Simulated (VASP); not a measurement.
# BaTe (Fm-3m) in VASP: single point with PBE

Aim: the single point of BaTe with PBE.

Everything below comes from runs of VASP 6.6.1. Logs are shortened: lines on timing, memory, paths and dates and some standing lists are left out, and cuts for length are marked.

### 1 The cell of the first run

It takes space group Fm-3m (No. 225, cubic). The conventional cell has a = 6.820 Å, b = 6.820 Å, c = 6.820 Å, α = 90.00°, β = 90.00°, γ = 90.00°. Within 4.5 Å of Ba (site symmetry m-3m) lie 6 Te at 3.41 Å. Within 4.5 Å of Te (site symmetry m-3m) lie 6 Ba at 3.41 Å.

### 2 Single point, PBE

File INCAR:

```
SYSTEM = BaTe
ALGO = Normal
EDIFF = 1E-6
ENCUT = 520
GGA = PE
ISIF = 2
ISMEAR = 0
LASPH = .True.
LCHARG = .False.
LREAL = .False.
LWAVE = .False.
NBANDS = 15
NELM = 100
PREC = Accurate
SIGMA = 0.05
```

File KPOINTS:

```
k-points
0
Gamma
  8 8 8
  0 0 0
```

File POSCAR:

```
BaTe
1.0
    0.0000000000      3.4100000000      3.4100000000
    3.4100000000      0.0000000000      3.4100000000
    3.4100000000      3.4100000000      0.0000000000
Ba Te
1 1
Direct
    0.0000000000      0.0000000000      0.0000000000
    0.5000000000      0.5000000000      0.5000000000
```

Potentials or basis: VASP PAW PBE potentials, release 64 (Ba_sv, Te).

The run is started by

```bash
cat potpaw_PBE.64/Ba_sv/POTCAR potpaw_PBE.64/Te/POTCAR > POTCAR
mpirun -np 1 vasp_std > vasp.out
```

OUTCAR:

```text
SYSTEM = BaTe
   EDIFF = 1E-6
   ENCUT = 520
   GGA = PE
   ISIF = 2
   ISMEAR = 0
   LASPH = .True.
   LREAL = .False.
   NELM = 100
   PREC = Accurate

 ion  position               nearest neighbor table
   1  0.000  0.000  0.000-   2 3.41   2 3.41   2 3.41   2 3.41   2 3.41   2 3.41
   2  0.500  0.500  0.500-   1 3.41   1 3.41   1 3.41   1 3.41   1 3.41   1 3.41

  LATTYP: Found a face centered cubic cell.
 ALAT       =     6.8200000000

  Lattice vectors:

 A1 = (   0.0000000000,   3.4100000000,   3.4100000000)
 A2 = (   3.4100000000,   0.0000000000,   3.4100000000)
 A3 = (   3.4100000000,   3.4100000000,   0.0000000000)

Analysis of symmetry for initial positions (statically):
=====================================================================
 Subroutine PRICEL returns:
 Original cell was already a primitive cell.

 Routine SETGRP: Setting up the symmetry group for a
 face centered cubic supercell.

 Subroutine GETGRP returns: Found 48 space group operations
 (whereof 48 operations were pure point group operations)
 out of a pool of 48 trial point group operations.

The static configuration has the point symmetry O_h .

Analysis of symmetry for dynamics (positions and initial velocities):
=====================================================================
 Subroutine PRICEL returns:
 Original cell was already a primitive cell.

 Routine SETGRP: Setting up the symmetry group for a
 face centered cubic supercell.

 Subroutine GETGRP returns: Found 48 space group operations
 (whereof 48 operations were pure point group operations)
 out of a pool of 48 trial point group operations.

The dynamic configuration has the point symmetry O_h .

 Subroutine INISYM returns: Found 48 space group operations
 (whereof 48 operations are pure point group operations),
 and found     1 'primitive' translations

----------------------------------------------------------------------------------------

                                     Primitive cell

  volume of cell :      79.3036

  direct lattice vectors                    reciprocal lattice vectors
     0.000000000  3.410000000  3.410000000    -0.146627566  0.146627566  0.146627566
     3.410000000  0.000000000  3.410000000     0.146627566 -0.146627566  0.146627566
     3.410000000  3.410000000  0.000000000     0.146627566  0.146627566 -0.146627566

  length of vectors
     4.822468248  4.822468248  4.822468248     0.253966394  0.253966394  0.253966394

  position of ions in fractional coordinates (direct lattice)
     0.000000000  0.000000000  0.000000000
     0.500000000  0.500000000  0.500000000

  ion indices of the primitive-cell ions
   primitive index   ion index
                 1           1
                 2           2

----------------------------------------------------------------------------------------

 KPOINTS: k-points

Automatic generation of k-mesh.
 Grid dimensions read from file:
 generate k-points for:    8    8    8

 Generating k-lattice:

  Cartesian coordinates                     Fractional coordinates (reciprocal lattice)
    -0.018328446  0.018328446  0.018328446     0.125000000  0.000000000  0.000000000
     0.018328446 -0.018328446  0.018328446     0.000000000  0.125000000  0.000000000
     0.018328446  0.018328446 -0.018328446     0.000000000  0.000000000  0.125000000

  Length of vectors
     0.031745799  0.031745799  0.031745799

  Shift w.r.t. Gamma in fractional coordinates (k-lattice)
     0.000000000  0.000000000  0.000000000

 Subroutine IBZKPT returns following result:
 ===========================================

 Found     29 irreducible k-points:

 Following reciprocal coordinates:
            Coordinates               Weight
  0.000000  0.000000  0.000000      1.000000
  0.125000  0.000000  0.000000      8.000000
  0.250000  0.000000  0.000000      8.000000
  0.375000  0.000000  0.000000      8.000000
  0.500000  0.000000  0.000000      4.000000
  0.125000  0.125000  0.000000      6.000000
[... 16 lines left out ...]
  0.500000  0.250000  0.125000     48.000000
 -0.375000  0.250000  0.125000     24.000000
 [... further k-points ...]
   k-points           NKPTS =     29   k-points in BZ     NKDIM =     29   number of bands    NBANDS=     15
   number of dos      NEDOS =    301   number of ions     NIONS =      2
   total plane-waves  NPLWV =  46656
   dimension x,y,z NGX =    36 NGY =   36 NGZ =   36
   dimension x,y,z NGXF=    72 NGYF=   72 NGZF=   72
   ions per type =               1   1
   NGX,Y,Z   is equivalent  to a cutoff of  12.41, 12.41, 12.41 a.u.
   NGXF,Y,Z  is equivalent  to a cutoff of  24.82, 24.82, 24.82 a.u.
 SYSTEM =  BaTe
   PREC   = accura    normal or accurate (medium, high low for compatibility)
   ISTART =      0    job   : 0-new  1-cont  2-samecut
   ICHARG =      2    charge: 1-file 2-atom 10-const
   ISPIN  =      1    spin polarized calculation?
   LNONCOLLINEAR =      F non collinear calculations
   LSORBIT =      F    spin-orbit coupling
   LASPH  =      T    aspherical Exc in radial PAW
   ENCUT  =  520.0 eV  38.22 Ry    6.18 a.u.   8.97  8.97  8.97*2*pi/ulx,y,z
   NELM   =    100;   NELMIN=  2; NELMDL= -5     # of ELM steps
   EDIFF  = 0.1E-05   stopping-criterion for ELM
   LREAL  =      F    real-space projection
   EDIFFG = 0.1E-04   stopping-criterion for IOM
   NSW    =      0    number of steps for IOM
   IBRION =     -1    ionic relax: 0-MD 1-quasi-New 2-CG
   NFREE  =      0    steps in history (QN), initial steepest desc. (CG)
   ISIF   =      2    stress and relaxation
   ISYM   =      2    0-nonsym 1-usesym 2-fastsym
   POTIM  = 0.5000    time-step for ionic-motion
   TEBEG  =    0.0;   TEEND  =   0.0 temperature during run
   PSTRESS=    0.0 pullay stress
   NELECT =      16.0000    total number of electrons
   NUPDOWN=      -1.0000    fix difference up-down
   EMIN   =  10.00;   EMAX   =-10.00  energy-range for DOS
   EFERMI =   0.00;   METHOD = LEGACY
   ISMEAR =     0;   SIGMA  =   0.05  broadening in eV -4-tet -1-fermi 0-gaus
   EFERMI_NEDOS =   21; number of points for ismear=-14 and -15
   IALGO  =     38    algorithm
   IMIX   =      4    mixing-type and parameters
     AMIX     =   0.40;   BMIX     =  1.00
     AMIX_MAG =   1.60;   BMIX_MAG =  1.00
  volume/ion in A,a.u.               =      39.65       267.58
  Fermi-wavevector in a.u.,A,eV,Ry     =   0.960175  1.814468 12.543704  0.921936
  Thomas-Fermi vector in A             =   2.089436
   LORBIT       =      0    0 simple, 1 ext, 2 COOP (PROOUT), +10 PAW based schemes
   GGA     = PE    functional components
   LHFCALC =     F    Hartree Fock is set to
   AEXX    =    0.0000 exact exchange contribution
   IVDW    =     0    specifies the selected vdW correction
   LEPSILON=     F    determine dielectric tensor
   LRPA    =     F    only Hartree local field effects (RPA)
 non-spin polarized calculation
 Gauss-broadening in eV      SIGMA  =   0.05
  energy-cutoff  :      520.00
  volume of cell :       79.30
 maximum number of plane-waves:      2150
   NGX = 17   NGY = 17   NGZ = 17

 number of electron      16.0000000 magnetization

 Free energy of the ion-electron system (eV)
  ---------------------------------------------------
  ext. energy  EPLUGINS =         0.00000000
  ---------------------------------------------------
  free energy    TOTEN  =        -8.51283358 eV

  energy without entropy =       -8.51283358  energy(sigma->0) =       -8.51283358

 E-fermi :   3.1145     XC(G=0):  -8.5643

 val. band max:        2.7956918151   @ k =   0.0000   0.0000   0.0000
 cond. band min:       4.1243800430   @ k =   0.5000   0.5000   0.0000
 fundamental gap:      1.3286882279
 Fermi energy:         3.1145257838

 k-point     1 :       0.0000    0.0000    0.0000
  band No.  band energies     occupation
      1     -24.0336      2.00000
      2      -9.2066      2.00000
      3      -9.2066      2.00000
      4      -9.2066      2.00000
      5      -6.9312      2.00000
      6       2.7957      2.00000
      7       2.7957      2.00000
      8       2.7957      2.00000
      9       5.6585      0.00000
     10       5.6585      0.00000
     11       5.6585      0.00000
     12       6.0235      0.00000
     13       6.3622      0.00000
     14       6.3622      0.00000
     15       9.7743      0.00000

 k-point     2 :       0.1250    0.0000    0.0000
  band No.  band energies     occupation
      1     -24.0306      2.00000
      2      -9.3192      2.00000
      3      -9.2086      2.00000
      4      -9.2086      2.00000
      5      -6.7689      2.00000
      6       2.2327      2.00000
      7       2.5158      2.00000
      8       2.5158      2.00000
      9       5.7135      0.00000
     10       5.8732      0.00000
     11       5.8732      0.00000
     12       6.7108      0.00000
     13       6.8714      0.00000
     14       6.8714      0.00000
     15      10.3171      0.00000

 k-point     3 :       0.2500    0.0000    0.0000
  band No.  band energies     occupation
      1     -24.0234      2.00000
      2      -9.5481      2.00000
      3      -9.2134      2.00000
      4      -9.2134      2.00000
      5      -6.4121      2.00000
      6       1.2983      2.00000
      7       2.0123      2.00000
      8       2.0123      2.00000
      9       5.9120      0.00000
     10       6.4414      0.00000
     11       6.4414      0.00000
     12       8.0182      0.00000
     13       8.0912      0.00000
     14       8.0912      0.00000
     15      11.3516      0.00000

 k-point     4 :       0.3750    0.0000    0.0000
  band No.  band energies     occupation
      1     -24.0161      2.00000
      2      -9.7384      2.00000
      3      -9.2181      2.00000
      4      -9.2181      2.00000
      5      -6.0800      2.00000
      6       0.5920      2.00000
      7       1.6319      2.00000
      8       1.6319      2.00000
      9       6.4428      0.00000
     10       7.2628      0.00000
     11       7.2628      0.00000
     12       8.4157      0.00000
     13       9.5158      0.00000
     14       9.5158      0.00000
     15      11.1456      0.00000
[... 307 lines left out ...]
 k-point    22 :       0.3750    0.2500    0.1250
  band No.  band energies     occupation
      1     -24.0180      2.00000
      2      -9.5624      2.00000
      3      -9.2853      2.00000
      4      -9.2293      2.00000
      5      -6.3619      2.00000
      6       0.9995      2.00000
      7       1.9121      2.00000
      8       2.2390      2.00000
      9       5.3592      0.00000
     10       6.9348      0.00000
     11       7.2385      0.00000
     12       7.5241      0.00000
     13       8.2380      0.00000
     14       9.9603      0.00000
     15      11.4270      0.00000

 k-point    23 :       0.5000    0.2500    0.1250
  band No.  band energies     occupation
      1     -24.0122      2.00000
      2      -9.6458      2.00000
      3      -9.3133      2.00000
      4      -9.2457      2.00000
      5      -6.2290      2.00000
      6       0.8457      2.00000
      7       1.6428      2.00000
      8       1.9231      2.00000
      9       5.8430      0.00000
     10       7.4914      0.00000
     11       7.8089      0.00000
     12       8.0107      0.00000
     13       8.6829      0.00000
     14      10.4924      0.00000
     15      10.7708      0.00000

 k-point    24 :      -0.3750    0.2500    0.1250
  band No.  band energies     occupation
      1     -24.0097      2.00000
      2      -9.6800      2.00000
      3      -9.3166      2.00000
      4      -9.2593      2.00000
      5      -6.1766      2.00000
      6       0.8006      2.00000
      7       1.6600      2.00000
      8       1.6616      2.00000
      9       6.5242      0.00000
     10       6.8188      0.00000
     11       8.2020      0.00000
     12       8.5568      0.00000
     13       9.0968      0.00000
     14       9.9357      0.00000
     15      11.1708      0.00000

 [... further k-points ...]
[... 5 lines left out ...]
  --------------------------------------------------------------------------------------
  -------------------------------------------------------------------------------------
  Total        2.0992014      2.0992014      2.0992014      0.0000000      0.0000000     -0.0000000
  in kB       42.4103210     42.4103210     42.4103210      0.0000000      0.0000000     -0.0000000
  external PRESSURE =      42.4103210 kB  Pullay stress =       0.0000000 kB

 VOLUME and BASIS-vectors are now :
 -----------------------------------------------------------------------------
  energy-cutoff  :      520.00
  volume of cell :       79.30
      direct lattice vectors                 reciprocal lattice vectors
     0.000000000  3.410000000  3.410000000    -0.146627566  0.146627566  0.146627566
     3.410000000  0.000000000  3.410000000     0.146627566 -0.146627566  0.146627566
     3.410000000  3.410000000  0.000000000     0.146627566  0.146627566 -0.146627566

 POSITION                                       TOTAL-FORCE (eV/Angst)
 -----------------------------------------------------------------------------------
      0.00000      0.00000      0.00000         0.000000      0.000000      0.000000
      3.41000      3.41000      3.41000         0.000000     -0.000000     -0.000000
 -----------------------------------------------------------------------------------
    total drift:                                0.000000      0.000000      0.000000

  FREE ENERGIE OF THE ION-ELECTRON SYSTEM (eV)
  ---------------------------------------------------
  free  energy   TOTEN  =        -8.5128335800 eV

  energy  without entropy=       -8.5128335800  energy(sigma->0) =       -8.51283358
```

Wall time 12 s (1 thread of Intel Xeon 6975P-C (Granite Rapids), shared host); peak memory 0.21 GiB.

Results:

| Item | Value |
| --- | --- |
| Free energy | -8.5128 eV |
| Pressure | 4.2 GPa |
| Band gap on the k mesh | 1.33 eV, indirect (least direct gap 1.71 eV) |

Caveat: spin-orbit coupling is left out, which moves the levels of the heavy elements.
